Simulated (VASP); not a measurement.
A run of VASP 6.6.1 is set up as follows.

The input INCAR:

```
PREC     = Accurate       # precision mode
ENCUT    = 520            # plane-wave cutoff, eV
EDIFF    = 1E-7           # SCF threshold, eV
ISMEAR   = 0              # smearing method
SIGMA    = 0.1            # smearing width, eV
LREAL    = F              # projectors in reciprocal space
LASPH    = T              # aspherical terms in the spheres
NELM     = 80             # most SCF steps
ALGO     = Normal         # electronic algorithm
ISIF     = 2              # what is computed and relaxed
LWAVE    = F              # write WAVECAR
LCHARG   = T              # write CHGCAR
GGA      = PE             # functional
LELF     = T              # ELF
LVHAR    = T            
NBANDS   = 34             # bands
```

File KPOINTS:

```
regular mesh
0
Gamma
  6 6 4
```

The input POSCAR:

```
SnGe2P2
1.0
    4.3395261000      0.0000000000      0.0000000000
   -2.1697630500      3.7581398400      0.0000000000
    0.0000000000      0.0000000000      7.2255304600
Sn Ge P
1 2 2
Direct
    0.0000000000      0.0000000000      0.0000000000
    0.3333333300      0.6666666700      0.6194559900
    0.6666666700      0.3333333300      0.3805440100
    0.3333333300      0.6666666700      0.2381086100
    0.6666666700      0.3333333300      0.7618913900
```

Potentials or basis: VASP PAW PBE potentials, release 64 (Sn_d, Ge_d, P).

Command:

```bash
$ cat potpaw_PBE.64/Sn_d/POTCAR potpaw_PBE.64/Ge_d/POTCAR potpaw_PBE.64/P/POTCAR > POTCAR
$ mpirun -np 1 vasp_std > vasp.out
```

Problem. Predict the largest force.

Solution. 0.389 eV/Å.

Problem. Estimate the pressure.

Solution. -2.4 GPa.

Forces in eV/Å, atoms in the order of the input:
```
Sn   0.000  0.000  0.000
Ge   0.000  0.000  0.389
Ge   0.000  0.000 -0.389
P    0.000  0.000  0.178
P    0.000  0.000 -0.178
```
